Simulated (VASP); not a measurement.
Crystal: Ba.

```xyz
1
Lattice="0.0000 3.2327 3.2327 3.2327 0.0000 3.2327 3.2327 3.2327 0.0000" Properties=species:S:1:pos:R:3 pbc="T T T"
Ba    0.0000    0.0000    0.0000
```

This isn't the form of Ba at room conditions, which is bcc.

* Program: VASP 6.6.1
* Task: relaxation of cell and atoms
* Functional: PBE
* Potentials or basis: VASP PAW PBE potentials, release 64 (Ba_sv)
* Cutoff: 600 eV
* k mesh: 16 × 16 × 16
* Occupations: gaussian, width 0.1 eV
* Spin: no spin polarisation

At the start: pressure -0.4 GPa; volume 67.56 Å³/atom.

Q: How do energy, volume and symmetry change on relaxing?

A: Over 3 steps the energy falls by 3.7 meV/atom and the volume is 64.22 Å³/atom (-5.0 %); space group Fm-3m (No. 225, to 0.1 Å) before and after.

Step by step:
```tsv
step	energy change (eV)	largest force (eV/Å)	pressure (GPa)	volume (Å³)
1	0.0000	0.0000	-0.36	67.56
2	-0.0026	0.0000	-0.21	66.09
3	-0.0037	0.0000	0.02	64.22
```

Final structure:
```
Ba
1.0
     0.00000    3.17839    3.17839
     3.17839    0.00000    3.17839
     3.17839    3.17839    0.00000
Ba
1
Cartesian
  0.0000 0.0000 0.0000
```
